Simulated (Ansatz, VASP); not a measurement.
# One calculation of MgSn2N2, two programs

```
Mg Sn N
1.0
     3.47080    0.00000    0.00000
    -1.73540    3.00580    0.00000
     0.00000    0.00000    9.16231
Mg Sn N
1 2 2
Direct
  0.33333 0.66667 0.95595
  0.33333 0.66667 0.28779
  0.66667 0.33333 0.63534
  0.33333 0.66667 0.71522
  0.66667 0.33333 0.40569
```

Change from the starting cell: the structure that the rattled cell fell into.

Alike in both runs: functional PBE; k mesh 12 × 12 × 4; occupations gaussian, width 0.1 eV; no spin polarisation.

Ansatz relaxed the structure, and its values are those at the end. VASP's run is a single point on that final structure, the one shown.

|  | VASP | Ansatz |
| --- | --- | --- |
| version | VASP 6.6.1 | Ansatz 0.2.0 |
| potentials or method | VASP PAW PBE potentials, release 64 (Mg, Sn_d, N), cutoff 520 eV | scalar-relativistic, plane waves, PAW |
| valence electrons in the cell | 40 | 48 |

```csv
,VASP,Ansatz,Ansatz less VASP
gap on the k mesh at the Fermi level (eV),none,none,-
pressure (GPa),0.0,0.0,-0.03
rms of the force components (eV/Å),0.012,0.000,-0.0118
```

A gap of «none» marks a metal or a gap that the smearing closes. With one functional, cell and mesh, what is left measures potentials, basis and numerics. VASP's potentials hold 40 valence electrons a cell and Ansatz's 48, so a difference there can come from the potentials and not from the codes.
